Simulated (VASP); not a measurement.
# LiTaO2 (P-3m1) in VASP: notebook, part 2 of 2

VASP 6.6.1. Earlier steps stand in the parts before.

## Step 3: Relaxation of cell and atoms, PBE

File INCAR:

```
PREC = Accurate ; ENCUT = 600
EDIFF = 1E-7 ; ISMEAR = 0
SIGMA = 0.1 ; LREAL = F
LASPH = T ; NELM = 100
ALGO = Normal ; ISIF = 3
LWAVE = F ; LCHARG = F
GGA = PE ; IBRION = 2
NSW = 100 ; EDIFFG = -0.01
```

File KPOINTS:

```
Automatic mesh
0
Gamma
  18 18 8
```

File POSCAR:

```
LiTaO2
1.0
    2.8566576123      0.0000000000      0.0000000000
   -1.4283288062      2.4739380622      0.0000000000
    0.0000000000      0.0000000000      5.5626004160
Li Ta O
1 1 2
Direct
    0.0000000000      0.0000000000      0.5000000000
    0.0000000000      0.0000000000      0.0000000000
    0.6666666667      0.3333333333      0.2551799955
    0.3333333333      0.6666666667      0.7448200045
```

Potentials or basis: VASP PAW PBE potentials, release 64 (Li_sv, Ta_pv, O).

The run is started by

```console
$ cat potpaw_PBE.64/Li_sv/POTCAR potpaw_PBE.64/Ta_pv/POTCAR potpaw_PBE.64/O/POTCAR > POTCAR
$ mpirun -np 1 vasp_std > vasp.out
```

OUTCAR:

```text
PREC = Accurate
   ENCUT = 600
   EDIFF = 1E-7
   ISMEAR = 0
   LREAL = F
   LASPH = T
   NELM = 100
   ISIF = 3
   GGA = PE
   IBRION = 2
   NSW = 100
   EDIFFG = -0.01

 ion  position               nearest neighbor table
   1  0.000  0.000  0.500-   3 2.14   4 2.14   3 2.14   4 2.14   3 2.14   4 2.14   2 2.78   2 2.78

   2  0.000  0.000  0.000-   3 2.18   4 2.18   3 2.18   4 2.18   3 2.18   4 2.18   1 2.78   1 2.78

   3  0.667  0.333  0.255-   1 2.14   1 2.14   1 2.14   2 2.18   2 2.18   2 2.18
   4  0.333  0.667  0.745-   1 2.14   1 2.14   1 2.14   2 2.18   2 2.18   2 2.18

  LATTYP: Found a hexagonal cell.
 ALAT       =     2.8566576123
 C/A-ratio  =     1.9472408566

  Lattice vectors:

 A1 = (   2.8566576123,   0.0000000000,   0.0000000000)
 A2 = (  -1.4283288062,   2.4739380622,   0.0000000000)
 A3 = (   0.0000000000,   0.0000000000,   5.5626004160)

Analysis of symmetry for initial positions (statically):
=====================================================================
 Subroutine PRICEL returns:
 Original cell was already a primitive cell.

 Routine SETGRP: Setting up the symmetry group for a
 hexagonal supercell.

 Subroutine GETGRP returns: Found 12 space group operations
 (whereof 12 operations were pure point group operations)
 out of a pool of 24 trial point group operations.

The static configuration has the point symmetry D_3d.

Analysis of symmetry for dynamics (positions and initial velocities):
=====================================================================
 Subroutine PRICEL returns:
 Original cell was already a primitive cell.

 Routine SETGRP: Setting up the symmetry group for a
 hexagonal supercell.

 Subroutine GETGRP returns: Found 12 space group operations
 (whereof 12 operations were pure point group operations)
 out of a pool of 24 trial point group operations.

The dynamic configuration has the point symmetry D_3d.

[... 125 lines left out ...]
  Thomas-Fermi vector in A             =   2.546631
   LORBIT       =      0    0 simple, 1 ext, 2 COOP (PROOUT), +10 PAW based schemes
   GGA     = PE    functional components
   LHFCALC =     F    Hartree Fock is set to
   AEXX    =    0.0000 exact exchange contribution
   IVDW    =     0    specifies the selected vdW correction
   LEPSILON=     F    determine dielectric tensor
   LRPA    =     F    only Hartree local field effects (RPA)
 conjugate gradient relaxation of ions
 non-spin polarized calculation
 Gauss-broadening in eV      SIGMA  =   0.10
  energy-cutoff  :      600.00
  volume of cell :       39.31
 maximum number of plane-waves:      1330
 NGX is ok and might be reduce to    24
   NGX = 11   NGY = 11   NGZ = 23

--------------------------------------- Ionic step        1  -------------------------------------------

 number of electron      26.0000000 magnetization

 Free energy of the ion-electron system (eV)
  ---------------------------------------------------
  ext. energy  EPLUGINS =         0.00000000
  ---------------------------------------------------
  free energy    TOTEN  =       -32.16152929 eV

  energy without entropy =      -32.15828167  energy(sigma->0) =      -32.15990548

------------------------ aborting loop because EDIFF is reached ----------------------------------------

  FORCE on cell =-STRESS in cart. coord.  units (eV):
  Direction    XX          YY          ZZ          XY          YZ          ZX
  --------------------------------------------------------------------------------------
  -------------------------------------------------------------------------------------
  Total        0.0243662      0.0243662      0.2793151     -0.0000000      0.0000000     -0.0000000
  in kB        0.9930562      0.9930562     11.3836139     -0.0000000      0.0000000     -0.0000000
  external PRESSURE =       4.4565755 kB  Pullay stress =       0.0000000 kB
[... 101 lines left out ...]
--------------------------------------- Ionic step        4  -------------------------------------------

 number of electron      26.0000000 magnetization

 Free energy of the ion-electron system (eV)
  ---------------------------------------------------
  ext. energy  EPLUGINS =         0.00000000
  ---------------------------------------------------
  free energy    TOTEN  =       -32.16210284 eV

  energy without entropy =      -32.15883649  energy(sigma->0) =      -32.16046967

 E-fermi :   6.0415     XC(G=0): -11.6761

 val. band max:        6.0093442388   @ k =   0.1111   0.1111   0.2500
 cond. band min:       6.0602184731   @ k =   0.3333   0.2778   0.5000
 fundamental gap:      0.0508742342
 Fermi energy:         6.0415373127

 k-point     1 :       0.0000    0.0000    0.0000
  band No.  band energies     occupation
      1     -39.7849      2.00000
      2     -29.5263      2.00000
      3     -28.8291      2.00000
      4     -28.8291      2.00000
      5     -14.4720      2.00000
      6     -13.2465      2.00000
[... 457 lines left out ...]
      4     -29.2074      2.00000
      5     -13.5000      2.00000
      6     -12.9438      2.00000
[... 9 lines left out ...]
     16      10.9334      0.00000
     17      11.2258      0.00000

 [... further k-points ...]
[... 5 lines left out ...]
  --------------------------------------------------------------------------------------
  -------------------------------------------------------------------------------------
  Total        0.0199224      0.0199224     -0.0248959     -0.0000000      0.0000000     -0.0000000
  in kB        0.8116452      0.8116452     -1.0142665     -0.0000000      0.0000000     -0.0000000
  external PRESSURE =       0.2030079 kB  Pullay stress =       0.0000000 kB
[... 19 lines left out ...]
  FREE ENERGIE OF THE ION-ELECTRON SYSTEM (eV)
  ---------------------------------------------------
  free  energy   TOTEN  =       -32.1621028403 eV

  energy  without entropy=      -32.1588364899  energy(sigma->0) =      -32.16046967

 reached required accuracy - stopping structural energy minimisation
```

OSZICAR:

```text
N       E                     dE             d eps       ncg     rms          rms(c)
DAV:   1     0.214596895735E+03    0.21460E+03   -0.16100E+04  9052   0.181E+03
DAV:   2    -0.249733041585E+02   -0.23957E+03   -0.23650E+03 11379   0.439E+02
DAV:   3    -0.362899121871E+02   -0.11317E+02   -0.11251E+02 15504   0.858E+01
[... 33 lines left out ...]
DAV:   2    -0.321621728836E+02    0.33804E-03   -0.13908E-03 10526   0.290E-01    0.681E-02
DAV:   3    -0.321621114229E+02    0.61461E-04   -0.17076E-04 12560   0.130E-01    0.242E-02
DAV:   4    -0.321621023303E+02    0.90926E-05   -0.33107E-05 12039   0.481E-02    0.136E-02
DAV:   5    -0.321621027672E+02   -0.43685E-06   -0.25808E-06 12315   0.131E-02    0.452E-03
DAV:   6    -0.321621028403E+02   -0.73127E-07   -0.73243E-07 12573   0.723E-03
   4 F= -.32162103E+02 E0= -.32160470E+02  d E =-.644235E-04
```

CONTCAR:

```text
LiTaO2
   1.00000000000000
     2.8548681978322321    0.0000000000000362   -0.0000000000000000
    -1.4274340989660534    2.4723883838129317    0.0000000000000000
    -0.0000000000000000    0.0000000000000000    5.5716452872220570
  Li              Ta              O
     1     1     2
Direct
     0.0000000000000000    0.0000000000000000    0.5000000000000000
     0.0000000000000000    0.0000000000000000    0.0000000000000000
     0.6666666667000030    0.3333333332999970    0.2558047573708326
     0.3333333332999970    0.6666666667000030    0.7441952426291674

  0.00000000E+00  0.00000000E+00  0.00000000E+00
  0.00000000E+00  0.00000000E+00  0.00000000E+00
  0.00000000E+00  0.00000000E+00  0.00000000E+00
  0.00000000E+00  0.00000000E+00  0.00000000E+00
```

Wall time 11 min (1 thread of Intel Xeon Platinum 8375C at 2.90GHz (Ice Lake), shared host); peak memory 0.36 GiB.

Results:

| Property | Result |
| --- | --- |
| Free energy | -32.1621 eV |
| Relaxed volume | 9.83 Å³/atom |
| Relaxed cell | a = 2.855 Å, b = 2.855 Å, c = 5.572 Å, α = 90.00°, β = 90.00°, γ = 120.00° |
| Space group after relaxing (to 0.05 Å) | P-3m1 (No. 164) |
| Energy gained by relaxing | 0.1 meV/atom |
| Ionic steps | 4 |
| Pressure after relaxing | 0.0 GPa |
| Largest force after relaxing | 0.006 eV/Å |
| Band gap on the k mesh | zero (band 13 reaches 7.08 eV, above the bottom of band 14 at 5.73 eV) |

Forces in eV/Å, atoms in the order of the input:
```
Li   0.000  0.000  0.000
Ta   0.000  0.000  0.000
O    0.000  0.000  0.006
O    0.000  0.000 -0.006
```

The path:
```csv
step,energy change (eV),largest force (eV/Å),pressure (GPa),volume (Å³)
1,0.0000,0.1061,0.45,39.31
2,0.0000,0.0792,-0.89,39.47
3,-0.0005,0.0128,-0.23,39.39
4,-0.0006,0.0064,0.02,39.33
```

Final structure:
```
Li Ta O
1.0
     2.85487    0.00000    0.00000
    -1.42743    2.47239    0.00000
     0.00000    0.00000    5.57165
Li Ta O
1 1 2
Direct
  0.00000 0.00000 0.50000
  0.00000 0.00000 0.00000
  0.66667 0.33333 0.25580
  0.33333 0.66667 0.74420
```

Caveat: the cutoff is under 1.25 times the usual one of these potentials, so pressure, stress and relaxed cells hold a basis-set (Pulay) error; spin-orbit coupling is left out, which moves the levels of the heavy elements.

## Step 4: Single point, PBE

File INCAR:

```
SYSTEM = LiTaO2
ALGO = Normal
EDIFF = 1E-6
ENCUT = 520
GGA = PE
ISIF = 2
ISMEAR = 0
LASPH = .TRUE.
LCHARG = .TRUE.
LELF = .TRUE.
LREAL = .FALSE.
LVHAR = .TRUE.
LWAVE = .FALSE.
NBANDS = 21
NELM = 100
PREC = Accurate
SIGMA = 0.1
```

File KPOINTS:

```
k-points
0
G
  18 18 8
  0 0 0
```

File POSCAR:

```
LiTaO2
1.0
    2.8544017760      0.0000000000      0.0000000000
   -1.4272008880      2.4719844506      0.0000000000
    0.0000000000      0.0000000000      5.5729385858
Li Ta O
1 1 2
Direct
    0.0000000000      0.0000000000      0.5000000000
    0.0000000000      0.0000000000      0.0000000000
    0.6666666667      0.3333333333      0.2553496220
    0.3333333333      0.6666666667      0.7446503780
```

The run is started by

```console
$ cat potpaw_PBE.64/Li_sv/POTCAR potpaw_PBE.64/Ta_pv/POTCAR potpaw_PBE.64/O/POTCAR > POTCAR
$ mpirun -np 1 vasp_std > vasp.out
```

Wall time 4.8 min (1 thread of Intel Xeon Platinum 8375C at 2.90GHz (Ice Lake), shared host); peak memory 0.33 GiB.

Results (log left out):

```
Free energy            : -32.1569 eV
Largest force          : 0.057 eV/Å
Band gap on the k mesh : zero (band 13 reaches 7.10 eV, above the bottom of band 14 at 5.75 eV)
```

Forces on the atoms (eV/Å):
```
Li   0.000  0.000  0.000
Ta   0.000  0.000  0.000
O    0.000  0.000  0.057
O    0.000  0.000 -0.057
```

Levels at points of the mesh, in eV from the Fermi level:
```tsv
k point	band 11	band 12	band 13	band 14	band 15	band 16
(0.00, 0.00, 0.00)	-3.19	-3.19	-1.29	0.75	0.75	2.88
(0.50, 0.00, 0.00)	-5.09	-3.95	-2.19	4.41	4.76	5.10
(0.00, 0.00, 0.50)	-3.24	-3.24	-0.45	0.73	0.73	3.12
(0.50, 0.00, 0.50)	-4.32	-3.72	-2.60	3.95	4.68	4.82
```

Caveat: the cutoff is under 1.25 times the usual one of these potentials, so pressure, stress and relaxed cells hold a basis-set (Pulay) error; spin-orbit coupling is left out, which moves the levels of the heavy elements.
